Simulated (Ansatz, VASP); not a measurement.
PtS2: VASP beside Ansatz

File INCAR:

```
SYSTEM = PtS2
  PREC = Accurate
  ENCUT = 520
  EDIFF = 1E-6
  ISMEAR = 0
  SIGMA = 0.05
  LREAL = .FALSE.
  LASPH = .TRUE.
  NELM = 100
  ALGO = Normal
  ISIF = 2
  LWAVE = .FALSE.
  LCHARG = .FALSE.
  GGA = PS
  NBANDS = 18
```

Contents of KPOINTS:

```
Automatic mesh
0
G
  12 12 8
  0 0 0
```

The input POSCAR:

```
PtS2
1.0
    3.5431994758      0.0000000000      0.0000000000
   -1.7715997379      3.0685007567      0.0000000000
    0.0000000000      0.0000000000      5.0388000000
Pt S
1 2
Direct
    0.0000000000      0.0000000000      0.0000000000
    0.3214048564      0.6992558716      0.2500000000
    0.6666666667      0.3333333333      0.7500000000
```

Input for Ansatz:

```yaml
crystal:
  lattice:
    - [3.5431994758, 0.0, 0.0]
    - [-1.7715997379, 3.0685007567, 0.0]
    - [0.0, 0.0, 5.0388]
  atoms:
    - { symbol: Pt, position: [0.0, 0.0, 0.0] }
    - { symbol: S, position: [0.3214048564, 0.6992558716, 0.25] }
    - { symbol: S, position: [0.6666666667, 0.3333333333, 0.75] }
basis:
  ecutwfc: 420
kpoints:
  mp_grid: { grid: [12, 12, 8] }
hamiltonian:
  xc: pbesol
scf:
  occupations: { method: gaussian, width: 0.05 }
output:
  forces: true
  stress: true
  eigenvalues: true
```

Alike in both runs: task single point; functional PBEsol; k mesh 12 × 12 × 8; occupations gaussian, width 0.05 eV; no spin polarisation.

|  | VASP | Ansatz |
| --- | --- | --- |
| version | VASP 6.6.1 | Ansatz 0.2.0 |
| potentials or method | VASP PAW PBE potentials, release 64 (Pt, S), cutoff 520 eV | scalar-relativistic, plane waves, PAW |
| valence electrons in the cell | 22 | 30 |

```tsv
	VASP	Ansatz	Ansatz less VASP
gap on the k mesh at the Fermi level (eV)	0.38	0.38	-0.004
least direct gap on the mesh (eV)	0.60	0.59	-0.009
pressure (GPa)	-2.2	-2.0	+0.25
traceless stress, the component that is largest in VASP (GPa)	3.64	3.65	+0.008
rms of the force components (eV/Å)	0.645	0.640	-0.0045
```

VASP's potentials were made for PBE, not for PBEsol. Atom by atom the forces differ by 0.012 eV/Å (rms over components). VASP's potentials hold 22 valence electrons a cell and Ansatz's 30, so a difference there can come from the potentials and not from the codes.

Spin-orbit coupling is off throughout.
